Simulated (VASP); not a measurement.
Input of a VASP 6.6.1 run:

INCAR

```
ALGO = Normal
EDIFF = 1E-6
ENCUT = 500
GGA = PS
GGA_COMPAT = F
ISIF = 2
ISMEAR = 0
LASPH = T
LCHARG = F
LREAL = F
LWAVE = F
NBANDS = 13
NELM = 120
PREC = Accurate
SIGMA = 0.1
```

The input KPOINTS:

```
k-points
0
Gamma
  4 4 4
```

File POSCAR:

```
W
1.0
   -1.5851577801      1.5851577801      1.5851577801
    1.5851577801     -1.5851577801      1.5851577801
    1.5851577801      1.5851577801     -1.5851577801
W
1
Direct
    0.0000000000      0.0000000000      0.0000000000
```

Potentials or basis: VASP PAW PBE potentials, release 64 (W_sv).

The run is started by

```bash
$ cat potpaw_PBE.64/W_sv/POTCAR > POTCAR
$ mpirun -np 1 vasp_std > vasp.out
```

Problem. Estimate the band gap on the k mesh.

Solution. Zero (band 7 reaches 16.44 eV, above the bottom of band 8 at 10.05 eV).

Problem. Estimate the pressure.

Solution. -5.2 GPa.

Caveat: the k points lie up to 0.70 Å⁻¹ apart; the PAW data sets were made with another functional, which shifts forces and pressure a little; spin-orbit coupling is left out, which moves the levels of the heavy elements.
